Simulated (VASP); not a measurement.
# Ga (Im-3m) in VASP: notebook

Runs on Ga. Level: LDA. Tasks: single point.

All numbers are computed with VASP 6.6.1; they aren't measurements. Logs are shortened: lines on timing, memory, paths and dates and some standing lists are left out, and cuts for length are marked.

### Step 1. The cell of the first run

Symmetry: Im-3m, No. 229, cubic system. The conventional cell has a = 2.501 Å, b = 2.501 Å, c = 2.501 Å, α = 90.00°, β = 90.00°, γ = 90.00°. Within 2.9 Å of Ga (site symmetry m-3m) lie 14 Ga at 2.17 to 2.50 Å.

### Step 2. Single point, LDA (volume scaled by 0.45)

The input, INCAR:

```
PREC     = Accurate       # precision mode
ENCUT    = 520            # plane-wave cutoff, eV
EDIFF    = 1E-6           # SCF threshold, eV
ISMEAR   = -1             # smearing method
SIGMA    = 0.05           # smearing width, eV
LREAL    = False          # projectors in reciprocal space
LASPH    = True           # aspherical terms in the spheres
NELM     = 80             # most SCF steps
ALGO     = Normal         # electronic algorithm
ISIF     = 2              # what is computed and relaxed
LWAVE    = False          # write WAVECAR
LCHARG   = False          # write CHGCAR
GGA      = CA             # functional
NBANDS   = 12             # bands
```

The input, KPOINTS:

```
Automatic mesh
0
Gamma
  16 16 16
```

The input, POSCAR:

```
Ga
1.0
   -1.2506942736      1.2506942736      1.2506942736
    1.2506942736     -1.2506942736      1.2506942736
    1.2506942736      1.2506942736     -1.2506942736
Ga
1
Direct
    0.0000000000      0.0000000000      0.0000000000
```

Potentials or basis: VASP PAW LDA potentials, release 64 (Ga_d).

Started as:

```sh
> cat potpaw_LDA.64/Ga_d/POTCAR > POTCAR
> mpirun -np 1 vasp_std > vasp.out
```

OUTCAR:

```text
PREC = Accurate
   ENCUT = 520
   EDIFF = 1E-6
   ISMEAR = -1
   LREAL = False
   LASPH = True
   NELM = 80
   ISIF = 2
   GGA = CA

 ion  position               nearest neighbor table
   1  0.000  0.000  0.000-

  LATTYP: Found a body centered cubic cell.
 ALAT       =     2.5013885472

  Lattice vectors:

 A1 = (  -1.2506942736,   1.2506942736,   1.2506942736)
 A2 = (   1.2506942736,  -1.2506942736,   1.2506942736)
 A3 = (   1.2506942736,   1.2506942736,  -1.2506942736)

Analysis of symmetry for initial positions (statically):
=====================================================================
 Subroutine PRICEL returns:
 Original cell was already a primitive cell.

 Routine SETGRP: Setting up the symmetry group for a
 body centered cubic supercell.

 Subroutine GETGRP returns: Found 48 space group operations
 (whereof 48 operations were pure point group operations)
 out of a pool of 48 trial point group operations.

The static configuration has the point symmetry O_h .

Analysis of symmetry for dynamics (positions and initial velocities):
=====================================================================
 Subroutine PRICEL returns:
 Original cell was already a primitive cell.

 Routine SETGRP: Setting up the symmetry group for a
 body centered cubic supercell.

 Subroutine GETGRP returns: Found 48 space group operations
 (whereof 48 operations were pure point group operations)
 out of a pool of 48 trial point group operations.

The dynamic configuration has the point symmetry O_h .

 Subroutine INISYM returns: Found 48 space group operations
 (whereof 48 operations are pure point group operations),
 and found     1 'primitive' translations

----------------------------------------------------------------------------------------

                                     Primitive cell

  volume of cell :       7.8255

  direct lattice vectors                    reciprocal lattice vectors
    -1.250694274  1.250694274  1.250694274     0.000000000  0.399777956  0.399777956
     1.250694274 -1.250694274  1.250694274     0.399777956  0.000000000  0.399777956
     1.250694274  1.250694274 -1.250694274     0.399777956  0.399777956  0.000000000

  length of vectors
     2.166266027  2.166266027  2.166266027     0.565371407  0.565371407  0.565371407

  position of ions in fractional coordinates (direct lattice)
     0.000000000  0.000000000  0.000000000
[... 75 lines left out ...]
   NELM   =     80;   NELMIN=  2; NELMDL= -5     # of ELM steps
   EDIFF  = 0.1E-05   stopping-criterion for ELM
   LREAL  =      F    real-space projection
   EDIFFG = 0.1E-04   stopping-criterion for IOM
   NSW    =      0    number of steps for IOM
   IBRION =     -1    ionic relax: 0-MD 1-quasi-New 2-CG
   NFREE  =      0    steps in history (QN), initial steepest desc. (CG)
   ISIF   =      2    stress and relaxation
   ISYM   =      2    0-nonsym 1-usesym 2-fastsym
   POTIM  = 0.5000    time-step for ionic-motion
   TEBEG  =    0.0;   TEEND  =   0.0 temperature during run
   PSTRESS=    0.0 pullay stress
   NELECT =      13.0000    total number of electrons
   NUPDOWN=      -1.0000    fix difference up-down
   EMIN   =  10.00;   EMAX   =-10.00  energy-range for DOS
   EFERMI =   0.00;   METHOD = LEGACY
   ISMEAR =    -1;   SIGMA  =   0.05  broadening in eV -4-tet -1-fermi 0-gaus
   EFERMI_NEDOS =   21; number of points for ismear=-14 and -15
   IALGO  =     38    algorithm
   IMIX   =      4    mixing-type and parameters
     AMIX     =   0.40;   BMIX     =  1.00
     AMIX_MAG =   1.60;   BMIX_MAG =  1.00
  volume/ion in A,a.u.               =       7.83        52.81
  Fermi-wavevector in a.u.,A,eV,Ry     =   1.938882  3.663956 51.147902  3.759265
  Thomas-Fermi vector in A             =   2.969133
   LORBIT       =      0    0 simple, 1 ext, 2 COOP (PROOUT), +10 PAW based schemes
   GGA     = CA    functional components
   LHFCALC =     F    Hartree Fock is set to
   AEXX    =    0.0000 exact exchange contribution
   IVDW    =     0    specifies the selected vdW correction
   LEPSILON=     F    determine dielectric tensor
   LRPA    =     F    only Hartree local field effects (RPA)
 non-spin polarized calculation
  energy-cutoff  :      520.00
  volume of cell :        7.83
 maximum number of plane-waves:       236
   NGX =  7   NGY =  7   NGZ =  7

 number of electron      12.9999989 magnetization

 Free energy of the ion-electron system (eV)
  ---------------------------------------------------
  ext. energy  EPLUGINS =         0.00000000
  ---------------------------------------------------
  free energy    TOTEN  =         1.32460688 eV

  energy without entropy =        1.32820518  energy(sigma->0) =        1.32640603

 E-fermi :  18.9268     XC(G=0): -16.7072

 val. band max:       18.8892379632   @ k =  -0.3750   0.5000   0.2500
 cond. band min:      18.9301311949   @ k =  -0.3750   0.3750   0.0625
 fundamental gap:      0.0408932316
 Fermi energy:        18.9268226796

 k-point     1 :       0.0000    0.0000    0.0000
  band No.  band energies     occupation
      1      -2.7721      2.00000
      2       0.2951      2.00000
      3       0.2951      2.00000
      4       0.2951      2.00000
      5       1.4937      2.00000
      6       1.4937      2.00000
      7      41.6984      0.00000
      8      41.6984      0.00000
      9      41.6984      0.00000
     10      46.9087      0.00000
     11      46.9087      0.00000
     12      46.9087      0.00000
[... 331 lines left out ...]
 k-point    24 :       0.2500    0.1875    0.0000
  band No.  band energies     occupation
      1      -0.4918      2.00000
      2      -0.0891      2.00000
      3       0.8326      2.00000
      4       1.3040      2.00000
      5       1.6906      2.00000
      6       5.7978      2.00000
      7      21.6169      0.00000
      8      24.6223      0.00000
      9      32.8161      0.00000
     10      41.6044      0.00000
     11      46.1239      0.00000
     12      51.3336      0.00000

 [... further k-points ...]
[... 5 lines left out ...]
  --------------------------------------------------------------------------------------
  -------------------------------------------------------------------------------------
  Total       16.9748795     16.9748795     16.9748795      0.0000000      0.0000000      0.0000000
  in kB     3475.3920809   3475.3920809   3475.3920809      0.0000000      0.0000000      0.0000000
  external PRESSURE =    3475.3920809 kB  Pullay stress =       0.0000000 kB

 VOLUME and BASIS-vectors are now :
 -----------------------------------------------------------------------------
  energy-cutoff  :      520.00
  volume of cell :        7.83
      direct lattice vectors                 reciprocal lattice vectors
    -1.250694274  1.250694274  1.250694274     0.000000000  0.399777956  0.399777956
     1.250694274 -1.250694274  1.250694274     0.399777956  0.000000000  0.399777956
     1.250694274  1.250694274 -1.250694274     0.399777956  0.399777956  0.000000000

 POSITION                                       TOTAL-FORCE (eV/Angst)
 -----------------------------------------------------------------------------------
      0.00000      0.00000      0.00000        -0.000000     -0.000000      0.000000
 -----------------------------------------------------------------------------------
    total drift:                                0.000000      0.000000     -0.000000

  FREE ENERGIE OF THE ION-ELECTRON SYSTEM (eV)
  ---------------------------------------------------
  free  energy   TOTEN  =         1.3246068761 eV

  energy  without entropy=        1.3282051766  energy(sigma->0) =        1.32640603
```

stdout:

```text
POSCAR found type information on POSCAR Ga
 POSCAR found :  1 types and       1 ions
 scaLAPACK will be used
 LDA part: xc-table for (Slater(with rela. corr.)+CA(PZ))
 , standard interpolation
 POSCAR, INCAR and KPOINTS ok, starting setup
 FFT: planning ... GRIDC
 FFT: planning ... GRID_SOFT
 FFT: planning ... GRID
 WAVECAR not read
 entering main loop
```

Run time: 2.8 s. Hardware: 1 thread of Intel Xeon 6975P-C (Granite Rapids), shared host; peak memory 0.12 GiB.

Results:

| Item | Value |
| --- | --- |
| Free energy | 1.3246 eV |
| Pressure | 347.5 GPa |

### Step 3. Single point, LDA (volume scaled by 0.45, source ansatz)

The input, INCAR:

```
SYSTEM = Ga
  PREC = Accurate
  ENCUT = 520
  EDIFF = 1E-7
  ISMEAR = -1
  SIGMA = 0.05
  LREAL = .FALSE.
  LASPH = .TRUE.
  NELM = 60
  ALGO = Normal
  ISIF = 2
  LWAVE = .FALSE.
  LCHARG = .FALSE.
  GGA = CA
  NBANDS = 12
```

The input, KPOINTS:

```
regular mesh
0
G
  16 16 16
  0 0 0
```

POSCAR is that of step 2.

Potentials or basis: VASP PAW LDA potentials, release 64 (Ga_d).

Started as:

```sh
> cat potpaw_LDA.64/Ga_d/POTCAR > POTCAR
> mpirun -np 1 vasp_std > vasp.out
```

OUTCAR:

```text
SYSTEM = Ga
   PREC = Accurate
   ENCUT = 520
   EDIFF = 1E-7
   ISMEAR = -1
   LREAL = .FALSE.
   LASPH = .TRUE.
   NELM = 60
   ISIF = 2
   GGA = CA

 ion  position               nearest neighbor table
   1  0.000  0.000  0.000-

  LATTYP: Found a body centered cubic cell.
 ALAT       =     2.5013885472

  Lattice vectors:

 A1 = (  -1.2506942736,   1.2506942736,   1.2506942736)
 A2 = (   1.2506942736,  -1.2506942736,   1.2506942736)
 A3 = (   1.2506942736,   1.2506942736,  -1.2506942736)

Analysis of symmetry for initial positions (statically):
=====================================================================
 Subroutine PRICEL returns:
 Original cell was already a primitive cell.

 Routine SETGRP: Setting up the symmetry group for a
 body centered cubic supercell.

 Subroutine GETGRP returns: Found 48 space group operations
 (whereof 48 operations were pure point group operations)
 out of a pool of 48 trial point group operations.

The static configuration has the point symmetry O_h .

Analysis of symmetry for dynamics (positions and initial velocities):
[... 158 lines left out ...]
 val. band max:       18.8892200637   @ k =  -0.3750   0.5000   0.2500
 cond. band min:      18.9301117970   @ k =  -0.3750   0.3750   0.0625
 fundamental gap:      0.0408917333
 Fermi energy:        18.9268050334

 k-point     1 :       0.0000    0.0000    0.0000
  band No.  band energies     occupation
      1      -2.7721      2.00000
      2       0.2950      2.00000
      3       0.2950      2.00000
      4       0.2950      2.00000
      5       1.4936      2.00000
      6       1.4936      2.00000
      7      41.6984      0.00000
      8      41.6984      0.00000
      9      41.6984      0.00000
     10      46.9087      0.00000
     11      46.9087      0.00000
     12      46.9087      0.00000
[... 331 lines left out ...]
 k-point    24 :       0.2500    0.1875    0.0000
  band No.  band energies     occupation
      1      -0.4918      2.00000
      2      -0.0892      2.00000
      3       0.8325      2.00000
      4       1.3040      2.00000
      5       1.6906      2.00000
      6       5.7978      2.00000
      7      21.6168      0.00000
      8      24.6223      0.00000
      9      32.8161      0.00000
     10      41.6044      0.00000
     11      46.1239      0.00000
     12      51.3336      0.00000

 [... further k-points ...]
[... 5 lines left out ...]
  --------------------------------------------------------------------------------------
  -------------------------------------------------------------------------------------
  Total       16.9778673     16.9778673     16.9778673     -0.0000000      0.0000000      0.0000000
  in kB     3476.0037992   3476.0037992   3476.0037992     -0.0000000      0.0000000      0.0000000
  external PRESSURE =    3476.0037992 kB  Pullay stress =       0.0000000 kB

 VOLUME and BASIS-vectors are now :
 -----------------------------------------------------------------------------
  energy-cutoff  :      520.00
  volume of cell :        7.83
      direct lattice vectors                 reciprocal lattice vectors
    -1.250694274  1.250694274  1.250694274     0.000000000  0.399777956  0.399777956
     1.250694274 -1.250694274  1.250694274     0.399777956  0.000000000  0.399777956
     1.250694274  1.250694274 -1.250694274     0.399777956  0.399777956  0.000000000

 POSITION                                       TOTAL-FORCE (eV/Angst)
 -----------------------------------------------------------------------------------
      0.00000      0.00000      0.00000         0.000000     -0.000000      0.000000
 -----------------------------------------------------------------------------------
    total drift:                                0.000000      0.000000     -0.000000

  FREE ENERGIE OF THE ION-ELECTRON SYSTEM (eV)
  ---------------------------------------------------
  free  energy   TOTEN  =         1.3246068749 eV

  energy  without entropy=        1.3282051668  energy(sigma->0) =        1.32640602
```

Run time: 2.9 s. Hardware: 1 thread of Intel Xeon 6975P-C (Granite Rapids), shared host; peak memory 0.12 GiB.

What came out:

* Free energy: 1.3246 eV
* Pressure: 347.6 GPa

Levels at points of the mesh, in eV from the Fermi level:
| k point | band 3 | band 4 | band 5 | band 6 | band 7 | band 8 | band 9 | band 10 |
| --- | --- | --- | --- | --- | --- | --- | --- | --- |
| (0.00, 0.00, 0.00) | -18.63 | -18.63 | -17.43 | -17.43 | 22.77 | 22.77 | 22.77 | 27.98 |
| (0.50, 0.00, 0.00) | -17.48 | -17.34 | -16.62 | -10.35 | -5.02 | 13.26 | 13.32 | 17.97 |
| (0.50, 0.50, 0.50) | -16.82 | -16.82 | -16.82 | 1.08 | 1.08 | 1.08 | 7.05 | 7.05 |
